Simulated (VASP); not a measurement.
# GaSb3 (Fm-3m) in VASP: notebook, part 2 of 2

VASP 6.6.1.

### 4 Single point, PBE

This run uses another cell than the first one, of 25.44 Å³/atom, 1.021 times its volume.

INCAR reads:

```
SYSTEM = GaSb3
  PREC = Accurate
  ENCUT = 500
  EDIFF = 1E-6
  ISMEAR = -1
  SIGMA = 0.05
  LREAL = .False.
  LASPH = .True.
  NELM = 120
  ALGO = Normal
  ISIF = 2
  LWAVE = .False.
  LCHARG = .False.
  GGA = PE
  NBANDS = 22
  GGA_COMPAT = .False.
```

KPOINTS reads:

```
Automatic mesh
0
Gamma
  6 6 6
  0 0 0
```

POSCAR reads:

```
GaSb3
1.0
    0.0000000000      3.7055566952      3.7055566952
    3.7055566952      0.0000000000      3.7055566952
    3.7055566952      3.7055566952      0.0000000000
Sb Ga
3 1
Direct
    0.5000000000      0.5000000000      0.5000000000
    0.7500000000      0.7500000000      0.7500000000
    0.2500000000      0.2500000000      0.2500000000
    0.0000000000      0.0000000000      0.0000000000
```

Potentials or basis: VASP PAW PBE potentials, release 64 (Sb, Ga_d).

The run is started by

```sh
$ cat potpaw_PBE.64/Sb/POTCAR potpaw_PBE.64/Ga_d/POTCAR > POTCAR
$ mpirun -np 1 vasp_std > vasp.out
```

OUTCAR:

```text
SYSTEM = GaSb3
   PREC = Accurate
   ENCUT = 500
   EDIFF = 1E-6
   ISMEAR = -1
   LREAL = .False.
   LASPH = .True.
   NELM = 120
   ISIF = 2
   GGA = PE

 ion  position               nearest neighbor table
   1  0.500  0.500  0.500-   3 3.21   3 3.21   3 3.21   2 3.21   3 3.21   2 3.21   2 3.21   2 3.21

   2  0.750  0.750  0.750-   1 3.21   1 3.21   1 3.21   1 3.21   4 3.21   4 3.21   4 3.21   4 3.21
                             3 3.71   3 3.71   3 3.71   3 3.71   3 3.71   3 3.71
   3  0.250  0.250  0.250-   4 3.21   4 3.21   4 3.21   1 3.21   4 3.21   1 3.21   1 3.21   1 3.21
                             2 3.71   2 3.71   2 3.71   2 3.71   2 3.71   2 3.71
   4  0.000  0.000  0.000-   2 3.21   2 3.21   2 3.21   2 3.21   3 3.21   3 3.21   3 3.21   3 3.21

  LATTYP: Found a face centered cubic cell.
 ALAT       =     7.4111133904

  Lattice vectors:

 A1 = (   0.0000000000,   3.7055566952,   3.7055566952)
 A2 = (   3.7055566952,   0.0000000000,   3.7055566952)
 A3 = (   3.7055566952,   3.7055566952,   0.0000000000)

Analysis of symmetry for initial positions (statically):
=====================================================================
 Subroutine PRICEL returns:
 Original cell was already a primitive cell.
[... 166 lines left out ...]

 val. band max:        7.7778912277   @ k =   0.5000   0.3333   0.0000
 cond. band min:       7.8676370250   @ k =   0.5000   0.1667   0.0000
 fundamental gap:      0.0897457973
 Fermi energy:         7.8421773852

 k-point     1 :       0.0000    0.0000    0.0000
  band No.  band energies     occupation
      1      -7.1879      2.00000
      2      -7.1879      2.00000
      3      -7.1879      2.00000
      4      -7.1748      2.00000
      5      -7.1748      2.00000
      6      -4.8781      2.00000
[... 389 lines left out ...]
     21      12.0664      0.00000
     22      14.8528      0.00000

------------------------ aborting loop because EDIFF is reached ----------------------------------------

  FORCE on cell =-STRESS in cart. coord.  units (eV):
  Direction    XX          YY          ZZ          XY          YZ          ZX
  --------------------------------------------------------------------------------------
  -------------------------------------------------------------------------------------
  Total        0.2262862      0.2262862      0.2262862      0.0000000     -0.0000000      0.0000000
  in kB        3.5626921      3.5626921      3.5626921      0.0000000     -0.0000000      0.0000000
  external PRESSURE =       3.5626921 kB  Pullay stress =       0.0000000 kB

 VOLUME and BASIS-vectors are now :
 -----------------------------------------------------------------------------
  energy-cutoff  :      500.00
  volume of cell :      101.76
      direct lattice vectors                 reciprocal lattice vectors
     0.000000000  3.705556695  3.705556695    -0.134932492  0.134932492  0.134932492
     3.705556695  0.000000000  3.705556695     0.134932492 -0.134932492  0.134932492
     3.705556695  3.705556695  0.000000000     0.134932492  0.134932492 -0.134932492

 POSITION                                       TOTAL-FORCE (eV/Angst)
 -----------------------------------------------------------------------------------
      3.70556      3.70556      3.70556        -0.000000     -0.000000     -0.000000
      5.55834      5.55834      5.55834         0.000000      0.000000      0.000000
      1.85278      1.85278      1.85278        -0.000000     -0.000000     -0.000000
      0.00000      0.00000      0.00000        -0.000000      0.000000     -0.000000
 -----------------------------------------------------------------------------------
    total drift:                               -0.000000      0.000000      0.000000

  FREE ENERGIE OF THE ION-ELECTRON SYSTEM (eV)
  ---------------------------------------------------
  free  energy   TOTEN  =       -14.4560487933 eV

  energy  without entropy=      -14.4198792355  energy(sigma->0) =      -14.43796401
```

OSZICAR:

```text
N       E                     dE             d eps       ncg     rms          rms(c)
DAV:   1     0.158879370976E+03    0.15888E+03   -0.11538E+04   720   0.132E+03
DAV:   2     0.807667690324E+00   -0.15807E+03   -0.15222E+03   788   0.308E+02
DAV:   3    -0.140423090783E+02   -0.14850E+02   -0.14431E+02   824   0.801E+01
DAV:   4    -0.144742708227E+02   -0.43196E+00   -0.42942E+00   826   0.142E+01
DAV:   5    -0.144849143130E+02   -0.10643E-01   -0.10642E-01   854   0.234E+00    0.328E+00
DAV:   6    -0.144623446143E+02    0.22570E-01   -0.39853E-02   898   0.193E+00    0.182E+00
DAV:   7    -0.144562217055E+02    0.61229E-02   -0.21610E-02   834   0.958E-01    0.191E-01
DAV:   8    -0.144560062190E+02    0.21549E-03   -0.17577E-03   848   0.394E-01    0.812E-02
DAV:   9    -0.144560480542E+02   -0.41835E-04   -0.19254E-04   846   0.908E-02    0.226E-02
DAV:  10    -0.144560484548E+02   -0.40066E-06   -0.12719E-05   860   0.382E-02    0.555E-03
DAV:  11    -0.144560487933E+02   -0.33844E-06   -0.11119E-06   546   0.765E-03
   1 F= -.14456049E+02 E0= -.14437964E+02  d E =-.361696E-01
```

Wall time 61 s (1 thread of Intel Xeon 8259CL, shared host); peak memory 0.25 GiB.

Results:

- Free energy: -14.4560 eV
- Pressure: 0.4 GPa
- Band gap on the k mesh: zero (band 14 reaches 9.00 eV, above the bottom of band 15 at 5.26 eV)

Caveat: spin-orbit coupling is left out, which moves the levels of the heavy elements.

### 5 The runs side by side

| level | potentials or basis | cell | gap on the mesh (eV) | pressure (GPa) |
| --- | --- | --- | --- | --- |
| PBE | VASP PAW PBE potentials, release 64 (Sb, Ga_d) | a = 5.205 Å, angles 60.0°, 4 atoms | none | 1.5 |
| LDA | VASP PAW LDA potentials, release 64 (Sb, Ga_d) | a = 5.240 Å, angles 60.0°, 4 atoms | none | -3.6 |
| PBE | VASP PAW PBE potentials, release 64 (Sb, Ga_d) | a = 5.240 Å, angles 60.0°, 4 atoms | none | 0.4 |

Alike in all rows: task single point; no spin polarisation; k mesh 6 × 6 × 6; cutoff (eV) 500; smearing fermi-dirac 0.05 eV.

Caveats: spin-orbit coupling is left out, which moves the levels of the heavy elements.

Total energies depend on the potentials used, so only differences within one code and one set of settings carry meaning.
